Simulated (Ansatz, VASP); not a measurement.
**W4N in VASP and in Ansatz**

```
W N
1.0
     4.12172    0.00000    0.00000
     0.00000    4.12172    0.00000
     0.00000    0.00000    4.19562
W N
4 1
Direct
  0.00000 0.00000 0.00000
  0.00000 0.50000 0.54911
  0.50000 0.00000 0.45089
  0.50000 0.50000 0.00000
  0.50000 0.50000 0.50000
```

Alike in both runs: functional PBE; k mesh 10 × 10 × 10; occupations gaussian, width 0.1 eV; no spin polarisation.

Ansatz relaxed the structure, and its values are those at the end. VASP's run is a single point on that final structure, the one shown.

|  | VASP | Ansatz |
| --- | --- | --- |
| version | VASP 6.6.1 | Ansatz 0.2.0 |
| potentials or method | VASP PAW PBE potentials, release 64 (W_sv, N), cutoff 520 eV | scalar-relativistic, plane waves, PAW |
| valence electrons in the cell | 61 | 61 |

|  | VASP | Ansatz | Ansatz less VASP |
| --- | --- | --- | --- |
| gap on the k mesh at the Fermi level (eV) | none | none | - |
| pressure (GPa) | 0.9 | 0.0 | -0.87 |

A gap of «none» marks a metal or a gap that the smearing closes.

Spin-orbit coupling is off throughout.
